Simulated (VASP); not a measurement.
# SnSe (P4/nmm) in VASP: further runs, part 2 of 2

VASP 6.6.1. Earlier steps stand in the parts before.

## 4. Single point, r2SCAN (the distance across one plane changed)

Input file POSCAR:

```
SnSe
1.0
   -4.2853274191      0.0000000000      0.0000000000
    0.0000000000     -4.2853274191      0.0000000000
    0.0000000000      0.0000000000     11.2406921300
Sn Se
2 2
Direct
    0.5000000000      0.0000000000      0.3639505026
    0.0000000000      0.5000000000      0.6138088741
    0.5000000000      0.0000000000      0.6023383877
    0.0000000000      0.5000000000      0.3754209889
```

Input file INCAR.step1:

```
PREC     = Accurate       # precision mode
ENCUT    = 520            # plane-wave cutoff, eV
ISMEAR   = 0              # smearing method
SIGMA    = 0.05           # smearing width, eV
LREAL    = F              # projectors in reciprocal space
LASPH    = T              # aspherical terms in the spheres
NELM     = 60             # most SCF steps
NBANDS   = 28             # bands
GGA      = PE             # functional
ALGO     = Normal         # electronic algorithm
EDIFF    = 1E-4           # SCF threshold, eV
LWAVE    = T              # write WAVECAR
LCHARG   = F              # write CHGCAR
```

Input file INCAR.step2:

```
PREC     = Accurate       # precision mode
ENCUT    = 520            # plane-wave cutoff, eV
EDIFF    = 1E-7           # SCF threshold, eV
ISMEAR   = 0              # smearing method
SIGMA    = 0.05           # smearing width, eV
LREAL    = F              # projectors in reciprocal space
LASPH    = T              # aspherical terms in the spheres
NELM     = 60             # most SCF steps
ALGO     = Normal         # electronic algorithm
ISIF     = 2              # what is computed and relaxed
LWAVE    = F              # write WAVECAR
LCHARG   = F              # write CHGCAR
METAGGA  = R2SCAN         # meta-GGA
LMIXTAU  = T            
NBANDS   = 28             # bands
ISTART   = 1
```

Input file KPOINTS:

```
regular mesh
0
Gamma
  6 6 3
```

Command:

```console
> cat potpaw_PBE.64/Sn_d/POTCAR potpaw_PBE.64/Se/POTCAR > POTCAR
> cp INCAR.step1 INCAR
> mpirun -np 1 vasp_std > vasp.out
> cp INCAR.step2 INCAR
> mpirun -np 1 vasp_std > vasp.out
```

Wall time 7.3 min (1 thread of Intel Xeon Platinum 8259CL at 2.50GHz (Skylake/Cascade Lake), shared host); peak memory 0.37 GiB.

The run converged. Its results:

```
Free energy            : -79.5722 eV
Largest force          : 0.017 eV/Å
Band gap on the k mesh : 1.77 eV
```

Forces on the atoms (eV/Å):
```
Sn   0.000  0.000 -0.017
Sn   0.000  0.000  0.017
Se   0.000  0.000  0.000
Se   0.000  0.000  0.000
```

Levels at points of the mesh, in eV from the valence-band top:
| k point | band 17 | band 18 | band 19 | band 20 | band 21 | band 22 | band 23 | band 24 |
| --- | --- | --- | --- | --- | --- | --- | --- | --- |
| (0.00, 0.00, 0.00) | -3.17 | -1.81 | -1.81 | -0.30 | 1.90 | 4.20 | 4.23 | 4.77 |
| (0.50, 0.00, 0.00) | -1.63 | -1.63 | -0.14 | -0.14 | 1.84 | 1.84 | 2.32 | 2.32 |
| (0.50, 0.50, 0.00) | -3.32 | -3.32 | -1.77 | -1.77 | 4.01 | 4.01 | 5.18 | 5.18 |

Caveat: the cell differs from its parent crystal (the distance across one plane changed); there is no dipole correction, which matters where the two faces differ; the PAW data sets were made with another functional, which shifts forces and pressure a little; spin-orbit coupling is left out, which moves the levels of the heavy elements.

## 5. Single point, r2SCAN (the distance across one plane changed)

Input file POSCAR:

```
SnSe
1.0
   -4.2853274191      0.0000000000      0.0000000000
    0.0000000000     -4.2853274191      0.0000000000
    0.0000000000      0.0000000000     11.4906921300
Sn Se
2 2
Direct
    0.5000000000      0.0000000000      0.3560321261
    0.0000000000      0.5000000000      0.6004543941
    0.5000000000      0.0000000000      0.5892334681
    0.0000000000      0.5000000000      0.3672530521
```

Input file INCAR.step1:

```
SYSTEM = SnSe
PREC     = Accurate       ! precision mode
ENCUT    = 520            ! plane-wave cutoff, eV
ISMEAR   = 0              ! smearing method
SIGMA    = 0.05           ! smearing width, eV
LREAL    = .False.        ! projectors in reciprocal space
LASPH    = .True.         ! aspherical terms in the spheres
NELM     = 80             ! most SCF steps
NBANDS   = 28             ! bands
GGA      = PE             ! functional
ALGO     = Normal         ! electronic algorithm
EDIFF    = 1E-4           ! SCF threshold, eV
LWAVE    = .True.         ! write WAVECAR
LCHARG   = .False.        ! write CHGCAR
```

Input file INCAR.step2:

```
SYSTEM = SnSe
PREC     = Accurate       ! precision mode
ENCUT    = 520            ! plane-wave cutoff, eV
EDIFF    = 1E-6           ! SCF threshold, eV
ISMEAR   = 0              ! smearing method
SIGMA    = 0.05           ! smearing width, eV
LREAL    = .False.        ! projectors in reciprocal space
LASPH    = .True.         ! aspherical terms in the spheres
NELM     = 80             ! most SCF steps
ALGO     = Normal         ! electronic algorithm
ISIF     = 2              ! what is computed and relaxed
LWAVE    = .False.        ! write WAVECAR
LCHARG   = .True.         ! write CHGCAR
METAGGA  = R2SCAN         ! meta-GGA
LMIXTAU  = .True.       
LELF     = .True.         ! ELF
LVHAR    = .True.       
NBANDS   = 28             ! bands
ISTART   = 1
```

Input file KPOINTS:

```
regular mesh
0
Gamma
  6 6 3
  0 0 0
```

Potentials or basis: VASP PAW PBE potentials, release 64 (Sn_d, Se).

Command:

```console
> cat potpaw_PBE.64/Sn_d/POTCAR potpaw_PBE.64/Se/POTCAR > POTCAR
> cp INCAR.step1 INCAR
> mpirun -np 1 vasp_std > vasp.out
> cp INCAR.step2 INCAR
> mpirun -np 1 vasp_std > vasp.out
```

OUTCAR:

```text
SYSTEM = SnSe
   PREC = Accurate
   ENCUT = 520
   EDIFF = 1E-6
   ISMEAR = 0
   LREAL = .False.
   LASPH = .True.
   NELM = 80
   ISIF = 2
   METAGGA = R2SCAN
   ISTART = 1

 ion  position               nearest neighbor table
   1  0.500  0.000  0.356-   3 2.68   4 3.03   4 3.03   4 3.03   4 3.03
   2  0.000  0.500  0.600-   4 2.68   3 3.03   3 3.03   3 3.03   3 3.03
   3  0.500  0.000  0.589-   1 2.68   2 3.03   2 3.03   2 3.03   2 3.03
   4  0.000  0.500  0.367-   2 2.68   1 3.03   1 3.03   1 3.03   1 3.03

  LATTYP: Found a simple tetragonal cell.
 ALAT       =     4.2853274191
 C/A-ratio  =     2.6814035443

  Lattice vectors:

 A1 = (  -4.2853274191,   0.0000000000,   0.0000000000)
 A2 = (   0.0000000000,  -4.2853274191,   0.0000000000)
 A3 = (   0.0000000000,   0.0000000000,  11.4906921300)

Analysis of symmetry for initial positions (statically):
=====================================================================
 Subroutine PRICEL returns:
 Original cell was already a primitive cell.

 Routine SETGRP: Setting up the symmetry group for a
 simple tetragonal supercell.

 Subroutine GETGRP returns: Found 16 space group operations
 (whereof  4 operations were pure point group operations)
 out of a pool of 16 trial point group operations.

The static configuration has the point symmetry C_2v.
 The point group associated with its full space group is D_4h.

Analysis of symmetry for dynamics (positions and initial velocities):
=====================================================================
 Subroutine PRICEL returns:
 Original cell was already a primitive cell.

 Routine SETGRP: Setting up the symmetry group for a
 simple tetragonal supercell.

 Subroutine GETGRP returns: Found 16 space group operations
 (whereof  4 operations were pure point group operations)
[... 118 lines left out ...]
   EFERMI_NEDOS =   21; number of points for ismear=-14 and -15
   IALGO  =     38    algorithm
   IMIX   =      4    mixing-type and parameters
     AMIX     =   0.40;   BMIX     =  1.00
     AMIX_MAG =   1.60;   BMIX_MAG =  1.00
  volume/ion in A,a.u.               =      52.75       356.00
  Fermi-wavevector in a.u.,A,eV,Ry     =   0.940423  1.777143 12.032940  0.884396
  Thomas-Fermi vector in A             =   2.067834
   LORBIT       =      0    0 simple, 1 ext, 2 COOP (PROOUT), +10 PAW based schemes
   METAGGA = R2SCAN    functional components
   LHFCALC =     F    Hartree Fock is set to
   AEXX    =    0.0000 exact exchange contribution
   IVDW    =     0    specifies the selected vdW correction
   LEPSILON=     F    determine dielectric tensor
   LRPA    =     F    only Hartree local field effects (RPA)
 non-spin polarized calculation
 Gauss-broadening in eV      SIGMA  =   0.05
  energy-cutoff  :      520.00
  volume of cell :      211.02
 maximum number of plane-waves:      5704
 NGX is ok and might be reduce to    32
   NGX = 15   NGY = 15   NGZ = 43

 number of electron      40.0000018 magnetization

 Free energy of the ion-electron system (eV)
  ---------------------------------------------------
  ext. energy  EPLUGINS =         0.00000000
  ---------------------------------------------------
  free energy    TOTEN  =       -79.57212804 eV

  energy without entropy =      -79.57212804  energy(sigma->0) =      -79.57212804

 E-fermi :   0.4707     XC(G=0):  -5.9490

 val. band max:        0.2318440003   @ k =   0.3333   0.0000   0.3333
 cond. band min:       2.0050838559   @ k =   0.3333   0.0000   0.3333
 fundamental gap:      1.7732398556
 Fermi energy:         0.4707278611

 k-point     1 :       0.0000    0.0000    0.0000
  band No.  band energies     occupation
      1     -21.5424      2.00000
      2     -21.5380      2.00000
      3     -21.5370      2.00000
      4     -21.5309      2.00000
      5     -21.5170      2.00000
      6     -21.4849      2.00000
[... 609 lines left out ...]
     27       7.2183      0.00000
     28       7.2183      0.00000

------------------------ aborting loop because EDIFF is reached ----------------------------------------

  FORCE on cell =-STRESS in cart. coord.  units (eV):
  Direction    XX          YY          ZZ          XY          YZ          ZX
  --------------------------------------------------------------------------------------
  -------------------------------------------------------------------------------------
  Total        0.0348580      0.0348580      0.0077599     -0.0000000      0.0000000      0.0000000
  in kB        0.2646663      0.2646663      0.0589190     -0.0000000      0.0000000      0.0000000
  external PRESSURE =       0.1960838 kB  Pullay stress =       0.0000000 kB

 VOLUME and BASIS-vectors are now :
 -----------------------------------------------------------------------------
  energy-cutoff  :      520.00
  volume of cell :      211.02
      direct lattice vectors                 reciprocal lattice vectors
    -4.285327419  0.000000000  0.000000000    -0.233354398  0.000000000  0.000000000
     0.000000000 -4.285327419  0.000000000     0.000000000 -0.233354398  0.000000000
     0.000000000  0.000000000 11.490692130     0.000000000  0.000000000  0.087026960

 POSITION                                       TOTAL-FORCE (eV/Angst)
 -----------------------------------------------------------------------------------
     -2.14266      0.00000      4.09106         0.000000      0.000000     -0.016912
      0.00000     -2.14266      6.89964        -0.000000      0.000000      0.016912
     -2.14266      0.00000      6.77070        -0.000000     -0.000000     -0.000524
      0.00000     -2.14266      4.21999        -0.000000     -0.000000      0.000524
 -----------------------------------------------------------------------------------
    total drift:                               -0.000000     -0.000000      0.000030

  FREE ENERGIE OF THE ION-ELECTRON SYSTEM (eV)
  ---------------------------------------------------
  free  energy   TOTEN  =       -79.5721280446 eV

  energy  without entropy=      -79.5721280446  energy(sigma->0) =      -79.57212804
```

OUTCAR.step1:

```text
SYSTEM = SnSe
   PREC = Accurate
   ENCUT = 520
   ISMEAR = 0
   LREAL = .False.
   LASPH = .True.
   NELM = 80
[... 844 lines left out ...]
      0.00000     -2.14266      6.89964        -0.000000      0.000000      0.153833
     -2.14266      0.00000      6.77070        -0.000000      0.000000      0.264808
      0.00000     -2.14266      4.21999        -0.000000      0.000000     -0.264808
 -----------------------------------------------------------------------------------
    total drift:                               -0.000000     -0.000000      0.000060

  FREE ENERGIE OF THE ION-ELECTRON SYSTEM (eV)
  ---------------------------------------------------
  free  energy   TOTEN  =       -16.2487380842 eV

  energy  without entropy=      -16.2487380842  energy(sigma->0) =      -16.24873808
```

OSZICAR.step1:

```text
N       E                     dE             d eps       ncg     rms          rms(c)
DAV:   1     0.337018933979E+03    0.33702E+03   -0.18588E+04  1172   0.144E+03
DAV:   2     0.291355793110E+02   -0.30788E+03   -0.29995E+03  1216   0.351E+02
DAV:   3    -0.147841195175E+02   -0.43920E+02   -0.43329E+02  1384   0.143E+02
DAV:   4    -0.167119087687E+02   -0.19278E+01   -0.19209E+01  1312   0.325E+01
DAV:   5    -0.167661917405E+02   -0.54283E-01   -0.54272E-01  1556   0.571E+00    0.456E+00
DAV:   6    -0.162850833581E+02    0.48111E+00   -0.10743E+00  1528   0.526E+00    0.282E+00
DAV:   7    -0.162631444414E+02    0.21939E-01   -0.31958E-01  1404   0.222E+00    0.121E+00
DAV:   8    -0.162527711396E+02    0.10373E-01   -0.34346E-02  1284   0.121E+00    0.248E-01
DAV:   9    -0.162486643553E+02    0.41068E-02   -0.60798E-03  1348   0.464E-01    0.121E-01
DAV:  10    -0.162466315999E+02    0.20328E-02   -0.23946E-03  1108   0.187E-01    0.464E-02
DAV:  11    -0.162470126373E+02   -0.38104E-03   -0.13889E-03  1036   0.147E-01    0.599E-02
DAV:  12    -0.162484520938E+02   -0.14395E-02   -0.46491E-04   968   0.114E-01    0.164E-02
DAV:  13    -0.162486981057E+02   -0.24601E-03   -0.73943E-05   912   0.586E-02    0.146E-02
DAV:  14    -0.162487380842E+02   -0.39979E-04   -0.26021E-05   816   0.390E-02
   1 F= -.16248738E+02 E0= -.16248738E+02  d E =-.446330E-11
```

Wall time 6.9 min (1 thread of Intel Xeon Platinum 8259CL at 2.50GHz (Skylake/Cascade Lake), shared host); peak memory 0.38 GiB.

What came out:

| Property | Result |
| --- | --- |
| Free energy | -79.5721 eV |
| Largest force | 0.017 eV/Å |
| Band gap on the k mesh | 1.77 eV |

Forces in eV/Å, atoms in the order of the input:
```
Sn   0.000  0.000 -0.017
Sn   0.000  0.000  0.017
Se   0.000  0.000 -0.001
Se   0.000  0.000  0.001
```

Levels at points of the mesh, in eV from the valence-band top:
| k point | band 18 | band 19 | band 20 | band 21 | band 22 | band 23 |
| --- | --- | --- | --- | --- | --- | --- |
| (0.00, 0.00, 0.00) | -1.81 | -1.81 | -0.30 | 1.89 | 4.21 | 4.23 |
| (0.50, 0.00, 0.00) | -1.63 | -0.14 | -0.14 | 1.84 | 1.84 | 2.32 |
| (0.50, 0.50, 0.00) | -3.32 | -1.77 | -1.77 | 4.01 | 4.01 | 5.19 |

Caveat: the cell differs from its parent crystal (the distance across one plane changed); there is no dipole correction, which matters where the two faces differ; the PAW data sets were made with another functional, which shifts forces and pressure a little; spin-orbit coupling is left out, which moves the levels of the heavy elements.

## 6. The runs side by side

| cell | gap on the mesh (eV) | largest force (eV/Å) |
| --- | --- | --- |
| a = 4.285, b = 4.285, c = 10.691 Å, 4 atoms | 1.77 | 0.02 |
| a = 4.285, b = 4.285, c = 10.841 Å, 4 atoms | 1.77 | 0.02 |
| a = 4.285, b = 4.285, c = 11.241 Å, 4 atoms | 1.77 | 0.02 |
| a = 4.285, b = 4.285, c = 11.491 Å, 4 atoms | 1.77 | 0.02 |

Alike in all rows: task single point; level r2SCAN; potentials or basis VASP PAW PBE potentials, release 64 (Sn_d, Se); no spin polarisation; k mesh 6 × 6 × 3; cutoff (eV) 520; smearing gaussian 0.05 eV.

Caveats: the PAW data sets were made with another functional, which shifts forces and pressure a little; spin-orbit coupling is left out, which moves the levels of the heavy elements; there is no dipole correction, which matters where the two faces differ (at least some runs).

Total energies depend on the potentials used, so only differences within one code and one set of settings carry meaning.
